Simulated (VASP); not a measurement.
# WS2 in VASP: further runs

WS2 is run at these levels: PBEsol; tasks: single point.

Program: VASP 6.6.1. These are calculated values, not measurements. Logs are shortened: lines on timing, memory, paths and dates and some standing lists are left out, and cuts for length are marked.

### Step 1. The cell of the first run

The typed cell holds 6 atoms: a = 3.272 Å, b = 3.158 Å, c = 12.620 Å, α = 90.00°, β = 90.00°, γ = 121.24°.

### Step 2. Single point, PBEsol (uniaxial strain along a: +4.0 %, then relaxed in part)

INCAR reads:

```
SYSTEM = WS2
  PREC = Accurate
  ENCUT = 500
  EDIFF = 1E-6
  ISMEAR = 0
  SIGMA = 0.02
  LREAL = .False.
  LASPH = .True.
  NELM = 120
  ALGO = Normal
  ISIF = 2
  LWAVE = .False.
  LCHARG = .False.
  GGA = PS
  NBANDS = 35
  GGA_COMPAT = .False.
```

KPOINTS reads:

```
Automatic mesh
0
Gamma
  12 12 2
  0 0 0
```

POSCAR reads:

```
WS2
1.0
    3.2719270355     -0.0009363266      0.0000000000
   -1.6367354157      2.7003576973      0.0000000000
    0.0000000000      0.0000000000     12.6197189422
W S
2 4
Direct
    0.3340677933      0.6681760728      0.2500000000
    0.6659322067      0.3318239272      0.7500000000
    0.3295123068      0.6588983563      0.6272090290
    0.6704876932      0.3411016437      0.1272090290
    0.3295123068      0.6588983563      0.8727909710
    0.6704876932      0.3411016437      0.3727909710
```

Potentials or basis: VASP PAW PBE potentials, release 64 (W_sv, S).

The run is started by

```console
cat potpaw_PBE.64/W_sv/POTCAR potpaw_PBE.64/S/POTCAR > POTCAR
mpirun -np 1 vasp_std > vasp.out
```

OUTCAR:

```text
SYSTEM = WS2
   PREC = Accurate
   ENCUT = 500
   EDIFF = 1E-6
   ISMEAR = 0
   LREAL = .False.
   LASPH = .True.
   NELM = 120
   ISIF = 2
   GGA = PS

 ion  position               nearest neighbor table
   1  0.334  0.668  0.250-   4 2.39   6 2.39   4 2.42   6 2.42   4 2.42   6 2.42
   2  0.666  0.332  0.750-   3 2.39   5 2.39   3 2.42   5 2.42   3 2.42   5 2.42
   3  0.330  0.659  0.627-   2 2.39   2 2.42   2 2.42
   4  0.670  0.341  0.127-   1 2.39   1 2.42   1 2.42
   5  0.330  0.659  0.873-   2 2.39   2 2.42   2 2.42
   6  0.670  0.341  0.373-   1 2.39   1 2.42   1 2.42

  Warning from LATTYP: Monoclinic adjustment (A1->A3, A2->A1, A3->A2)!
  Warning from LATTYP: Got some problem with cell dimensions!
  Tried to take original basis but could not verify dimensions!
  LATTYP: Found a simple monoclinic cell.
 ALAT       =     3.1560620035
 B/A-ratio  =     3.9985649611
 C/A-ratio  =     1.0005072211
 COS(beta)  =    -0.4628867382

  Lattice vectors:

 A1 = (   1.6351916198,   2.6994213707,   0.0000000000)
 A2 = (   0.0000000000,   0.0000000000,  12.6197189422)
 A3 = (   1.6367354157,  -2.7003576973,   0.0000000000)

Analysis of symmetry for initial positions (statically):
=====================================================================
 Subroutine PRICEL returns:
 Original cell was already a primitive cell.

 Routine SETGRP: Setting up the symmetry group for a
 simple monoclinic supercell.

 Subroutine GETGRP returns: Found  4 space group operations
 (whereof  2 operations were pure point group operations)
 out of a pool of  4 trial point group operations.

The static configuration has the point symmetry S_2 .
 The point group associated with its full space group is C_2h.

Analysis of symmetry for dynamics (positions and initial velocities):
=====================================================================
 Subroutine PRICEL returns:
 Original cell was already a primitive cell.

 Routine SETGRP: Setting up the symmetry group for a
 simple monoclinic supercell.

 Subroutine GETGRP returns: Found  4 space group operations
 (whereof  2 operations were pure point group operations)
 out of a pool of  4 trial point group operations.

The dynamic configuration has the point symmetry S_2 .
 The point group associated with its full space group is C_2h.

 Subroutine INISYM returns: Found  4 space group operations
 (whereof  2 operations are pure point group operations),
 and found     1 'primitive' translations

----------------------------------------------------------------------------------------

                                     Primitive cell

  volume of cell :     111.4806

  direct lattice vectors                    reciprocal lattice vectors
     3.271927036 -0.000936327  0.000000000     0.305683309  0.185280157  0.000000000
    -1.636735416  2.700357697  0.000000000     0.000105993  0.370385554  0.000000000
     0.000000000  0.000000000 12.619718942     0.000000000  0.000000000  0.079241067

  length of vectors
     3.271927169  3.157662825 12.619718942     0.357450726  0.370385570  0.079241067

  position of ions in fractional coordinates (direct lattice)
     0.334067793  0.668176073  0.250000000
     0.665932207  0.331823927  0.750000000
     0.329512307  0.658898356  0.627209029
     0.670487693  0.341101644  0.127209029
     0.329512307  0.658898356  0.872790971
     0.670487693  0.341101644  0.372790971

  ion indices of the primitive-cell ions
   primitive index   ion index
                 1           1
                 2           2
                 3           3
                 4           4
                 5           5
                 6           6

----------------------------------------------------------------------------------------

 KPOINTS: Automatic mesh

Automatic generation of k-mesh.
 Grid dimensions read from file:
 generate k-points for:   12   12    2

 Generating k-lattice:

  Cartesian coordinates                     Fractional coordinates (reciprocal lattice)
     0.025473609  0.015440013  0.000000000     0.083333333 -0.000000000  0.000000000
     0.000008833  0.030865463  0.000000000    -0.000000000  0.083333333  0.000000000
     0.000000000  0.000000000  0.039620534     0.000000000  0.000000000  0.500000000

  Length of vectors
     0.029787561  0.030865464  0.039620534

  Shift w.r.t. Gamma in fractional coordinates (k-lattice)
     0.000000000  0.000000000  0.000000000

 Subroutine IBZKPT returns following result:
 ===========================================

 Found    148 irreducible k-points:

 Following reciprocal coordinates:
            Coordinates               Weight
  0.000000  0.000000  0.000000      1.000000
  0.083333  0.000000  0.000000      2.000000
  0.166667 -0.000000  0.000000      2.000000
  0.250000  0.000000  0.000000      2.000000
  0.333333 -0.000000  0.000000      2.000000
  0.416667 -0.000000  0.000000      2.000000
[... 16 lines left out ...]
  0.250000  0.166667  0.000000      2.000000
  0.333333  0.166667  0.000000      2.000000
 [... further k-points ...]
   k-points           NKPTS =    148   k-points in BZ     NKDIM =    148   number of bands    NBANDS=     35
   number of dos      NEDOS =    301   number of ions     NIONS =      6
   total plane-waves  NPLWV =  55296
   dimension x,y,z NGX =    24 NGY =   24 NGZ =   96
   dimension x,y,z NGXF=    48 NGYF=   48 NGZF=  192
   ions per type =               2   4
   NGX,Y,Z   is equivalent  to a cutoff of  12.19, 12.64, 12.65 a.u.
   NGXF,Y,Z  is equivalent  to a cutoff of  24.39, 25.27, 25.29 a.u.
 SYSTEM =  WS2
   PREC   = accura    normal or accurate (medium, high low for compatibility)
   ISTART =      0    job   : 0-new  1-cont  2-samecut
   ICHARG =      2    charge: 1-file 2-atom 10-const
   ISPIN  =      1    spin polarized calculation?
   LNONCOLLINEAR =      F non collinear calculations
   LSORBIT =      F    spin-orbit coupling
   LASPH  =      T    aspherical Exc in radial PAW
   ENCUT  =  500.0 eV  36.75 Ry    6.06 a.u.   5.97  5.76 23.01*2*pi/ulx,y,z
   NELM   =    120;   NELMIN=  2; NELMDL= -5     # of ELM steps
   EDIFF  = 0.1E-05   stopping-criterion for ELM
   LREAL  =      F    real-space projection
   EDIFFG = 0.1E-04   stopping-criterion for IOM
   NSW    =      0    number of steps for IOM
   IBRION =     -1    ionic relax: 0-MD 1-quasi-New 2-CG
   NFREE  =      0    steps in history (QN), initial steepest desc. (CG)
   ISIF   =      2    stress and relaxation
   ISYM   =      2    0-nonsym 1-usesym 2-fastsym
   POTIM  = 0.5000    time-step for ionic-motion
   TEBEG  =    0.0;   TEEND  =   0.0 temperature during run
   PSTRESS=    0.0 pullay stress
   NELECT =      52.0000    total number of electrons
   NUPDOWN=      -1.0000    fix difference up-down
   EMIN   =  10.00;   EMAX   =-10.00  energy-range for DOS
   EFERMI =   0.00;   METHOD = LEGACY
   ISMEAR =     0;   SIGMA  =   0.02  broadening in eV -4-tet -1-fermi 0-gaus
   EFERMI_NEDOS =   21; number of points for ismear=-14 and -15
   IALGO  =     38    algorithm
   IMIX   =      4    mixing-type and parameters
     AMIX     =   0.40;   BMIX     =  1.00
     AMIX_MAG =   1.60;   BMIX_MAG =  1.00
  volume/ion in A,a.u.               =      18.58       125.38
  Fermi-wavevector in a.u.,A,eV,Ry     =   1.269627  2.399247 21.931953  1.611953
  Thomas-Fermi vector in A             =   2.402658
   LORBIT       =      0    0 simple, 1 ext, 2 COOP (PROOUT), +10 PAW based schemes
   GGA     = PS    functional components
   LHFCALC =     F    Hartree Fock is set to
   AEXX    =    0.0000 exact exchange contribution
   IVDW    =     0    specifies the selected vdW correction
   LEPSILON=     F    determine dielectric tensor
   LRPA    =     F    only Hartree local field effects (RPA)
 non-spin polarized calculation
 Gauss-broadening in eV      SIGMA  =   0.02
  energy-cutoff  :      500.00
  volume of cell :      111.48
 maximum number of plane-waves:      2855
   NGX = 11   NGY = 11   NGZ = 47

 number of electron      52.0000005 magnetization

 Free energy of the ion-electron system (eV)
  ---------------------------------------------------
  ext. energy  EPLUGINS =         0.00000000
  ---------------------------------------------------
  free energy    TOTEN  =       -50.44327486 eV

  energy without entropy =      -50.44327486  energy(sigma->0) =      -50.44327486

 E-fermi :   7.1034     XC(G=0): -10.8182

 val. band max:        6.8159712382   @ k =   0.0000   0.0000   0.0000
 cond. band min:       7.8752101590   @ k =   0.3333   0.3333   0.0000
 fundamental gap:      1.0592389208
 Fermi energy:         7.1033552065

 k-point     1 :       0.0000    0.0000    0.0000
  band No.  band energies     occupation
      1     -67.7878      2.00000
      2     -67.7877      2.00000
      3     -32.0312      2.00000
      4     -32.0312      2.00000
      5     -31.9249      2.00000
      6     -31.9249      2.00000
[... 27 lines left out ...]
     34       9.5523      0.00000
     35      11.2631      0.00000

 k-point     2 :       0.0833    0.0000    0.0000
  band No.  band energies     occupation
      1     -67.7867      2.00000
      2     -67.7867      2.00000
      3     -32.0274      2.00000
      4     -32.0274      2.00000
      5     -31.9412      2.00000
      6     -31.9412      2.00000
[... 27 lines left out ...]
     34       9.4040      0.00000
     35      11.7879      0.00000

 k-point     3 :       0.1667   -0.0000    0.0000
  band No.  band energies     occupation
      1     -67.7839      2.00000
      2     -67.7839      2.00000
      3     -32.0169      2.00000
      4     -32.0169      2.00000
      5     -31.9918      2.00000
      6     -31.9918      2.00000
[... 27 lines left out ...]
     34       9.8522      0.00000
     35      12.8763      0.00000

 k-point     4 :       0.2500    0.0000    0.0000
  band No.  band energies     occupation
      1     -67.7801      2.00000
      2     -67.7801      2.00000
      3     -32.0671      2.00000
      4     -32.0670      2.00000
      5     -32.0025      2.00000
      6     -32.0025      2.00000
[... 27 lines left out ...]
     34      10.4223      0.00000
     35      13.4985      0.00000

 k-point     5 :       0.3333   -0.0000    0.0000
  band No.  band energies     occupation
      1     -67.7764      2.00000
      2     -67.7763      2.00000
      3     -32.1440      2.00000
      4     -32.1440      2.00000
      5     -31.9881      2.00000
      6     -31.9881      2.00000
[... 638 lines left out ...]
 k-point    22 :       0.1667    0.1667    0.0000
  band No.  band energies     occupation
      1     -67.7769      2.00000
      2     -67.7768      2.00000
      3     -32.0833      2.00000
      4     -32.0833      2.00000
      5     -31.9917      2.00000
      6     -31.9917      2.00000
[... 27 lines left out ...]
     34      11.0321      0.00000
     35      13.9338      0.00000

 k-point    23 :       0.2500    0.1667    0.0000
  band No.  band energies     occupation
      1     -67.7737      2.00000
      2     -67.7737      2.00000
      3     -32.1462      2.00000
      4     -32.1462      2.00000
      5     -31.9795      2.00000
      6     -31.9795      2.00000
[... 27 lines left out ...]
     34      11.4211      0.00000
     35      12.9813      0.00000

 k-point    24 :       0.3333    0.1667    0.0000
  band No.  band energies     occupation
      1     -67.7716      2.00000
      2     -67.7716      2.00000
      3     -32.1855      2.00000
      4     -32.1854      2.00000
      5     -31.9912      2.00000
      6     -31.9912      2.00000
[... 27 lines left out ...]
     34      11.4842      0.00000
     35      12.0353      0.00000

 [... further k-points ...]

------------------------ aborting loop because EDIFF is reached ----------------------------------------

  FORCE on cell =-STRESS in cart. coord.  units (eV):
  Direction    XX          YY          ZZ          XY          YZ          ZX
  --------------------------------------------------------------------------------------
  -------------------------------------------------------------------------------------
  Total       -5.4213724      0.0952375      0.0911748      0.0373024      0.0000000      0.0000000
  in kB      -77.9149100      1.3687353      1.3103464      0.5361031      0.0000000      0.0000000
  external PRESSURE =     -25.0786095 kB  Pullay stress =       0.0000000 kB

 VOLUME and BASIS-vectors are now :
 -----------------------------------------------------------------------------
  energy-cutoff  :      500.00
  volume of cell :      111.48
      direct lattice vectors                 reciprocal lattice vectors
     3.271927036 -0.000936327  0.000000000     0.305683309  0.185280157  0.000000000
    -1.636735416  2.700357697  0.000000000     0.000105993  0.370385554  0.000000000
     0.000000000  0.000000000 12.619718942     0.000000000  0.000000000  0.079241067

 POSITION                                       TOTAL-FORCE (eV/Angst)
 -----------------------------------------------------------------------------------
     -0.00058      1.80400      3.15493         0.000345     -0.001433     -0.000000
      1.63577      0.89542      9.46479        -0.000345      0.001433      0.000000
     -0.00030      1.77895      7.91520         0.000160     -0.000646     -0.020360
      1.63549      0.92047      1.60534        -0.000160      0.000646     -0.020360
     -0.00030      1.77895     11.01438         0.000160     -0.000646      0.020360
      1.63549      0.92047      4.70452        -0.000160      0.000646      0.020360
 -----------------------------------------------------------------------------------
    total drift:                               -0.000000     -0.000000     -0.000000

  FREE ENERGIE OF THE ION-ELECTRON SYSTEM (eV)
  ---------------------------------------------------
  free  energy   TOTEN  =       -50.4432748582 eV

  energy  without entropy=      -50.4432748582  energy(sigma->0) =      -50.44327486
```

It took 6 min on 1 thread of Intel Xeon Platinum 8259CL at 2.50GHz (Skylake/Cascade Lake), shared host; peak memory 0.52 GiB.

What came out:

| Property | Result |
| --- | --- |
| Free energy | -50.4433 eV |
| Pressure | -2.5 GPa |
| Largest force | 0.020 eV/Å |
| Band gap on the k mesh | 1.06 eV (least direct gap 1.65 eV) |

Forces in eV/Å, atoms in the order of the input:
```
W    0.000 -0.001  0.000
W    0.000  0.001  0.000
S    0.000 -0.001 -0.020
S    0.000  0.001 -0.020
S    0.000 -0.001  0.020
S    0.000  0.001  0.020
```

Caveat: the cell differs from its parent crystal (uniaxial strain along a: +4.0 %, then relaxed in part); the PAW data sets were made with another functional, which shifts forces and pressure a little; spin-orbit coupling is left out, which moves the levels of the heavy elements; this functional lacks dispersion, which binds the layers, so the pressure and a relaxed spacing across them are unreliable.

### Step 3. Single point, PBEsol (uniaxial strain along a: -4.0 %)

INCAR reads:

```
ALGO = Normal ; EDIFF = 1E-6
ENCUT = 500 ; GGA = PS
GGA_COMPAT = False ; ISIF = 2
ISMEAR = 0 ; LASPH = True
LCHARG = True ; LELF = True
LREAL = False ; LVHAR = True
LWAVE = False ; NBANDS = 35
NELM = 120 ; PREC = Accurate
SIGMA = 0.02
```

KPOINTS reads:

```
k-points
0
Gamma
  12 12 2
```

POSCAR reads:

```
WS2
1.0
    3.0202404642      0.0000000000      0.0000000000
   -1.5101202321      2.7518343929      0.0000000000
    0.0000000000      0.0000000000     12.8316501806
W S
2 4
Direct
    0.3333686804      0.6667114679      0.2500000000
    0.6666313196      0.3332885321      0.7500000000
    0.3347057336      0.6695345872      0.6262470774
    0.6652942664      0.3304654128      0.1262470774
    0.3347057336      0.6695345872      0.8737529226
    0.6652942664      0.3304654128      0.3737529226
```

Potentials or basis: VASP PAW PBE potentials, release 64 (W_sv, S).

The run is started by

```console
cat potpaw_PBE.64/W_sv/POTCAR potpaw_PBE.64/S/POTCAR > POTCAR
mpirun -np 1 vasp_std > vasp.out
```

Wall time 6.1 min (1 thread of Intel Xeon Platinum 8375C at 2.90GHz (Ice Lake), shared host); peak memory 0.51 GiB.

It converged, with:

* Free energy: -50.4062 eV
* Pressure: 3.2 GPa
* Largest force: 0.175 eV/Å
* Band gap on the k mesh: 1.20 eV (least direct gap 2.10 eV)

Forces on the atoms (eV/Å):
```
W    0.003  0.175  0.000
W   -0.003 -0.175  0.000
S    0.002  0.088  0.034
S   -0.002 -0.088  0.034
S    0.002  0.088 -0.034
S   -0.002 -0.088 -0.034
```

Stress tensor (GPa, compression positive):
```
10.91  0.00  0.00
 0.00 -0.81  0.00
 0.00  0.00 -0.46
```

Levels at points of the mesh, in eV from the valence-band top:
```tsv
k point	band 24	band 25	band 26	band 27	band 28	band 29
(0.00, 0.00, 0.00)	-1.51	-1.16	0.00	2.58	2.59	2.60
(0.50, 0.00, 0.00)	-1.47	-1.29	-1.21	2.78	2.81	3.11
(0.50, 0.50, 0.00)	-1.47	-1.29	-1.21	2.78	2.81	3.10
(0.00, 0.50, 0.00)	-1.47	-1.02	-0.90	2.90	2.93	3.07
(0.00, 0.00, 0.50)	-1.52	-0.35	-0.35	2.59	2.59	2.66
(0.50, 0.00, 0.50)	-1.53	-1.25	-1.25	2.81	2.81	3.30
(0.50, 0.50, 0.50)	-1.53	-1.25	-1.25	2.81	2.81	3.30
(0.00, 0.50, 0.50)	-1.51	-0.96	-0.96	2.91	2.91	3.20
```

Caveat: the cell differs from its parent crystal (uniaxial strain along a: -4.0 %); the cell stands under pressure; the PAW data sets were made with another functional, which shifts forces and pressure a little; spin-orbit coupling is left out, which moves the levels of the heavy elements.

[end of part 1 of 2]
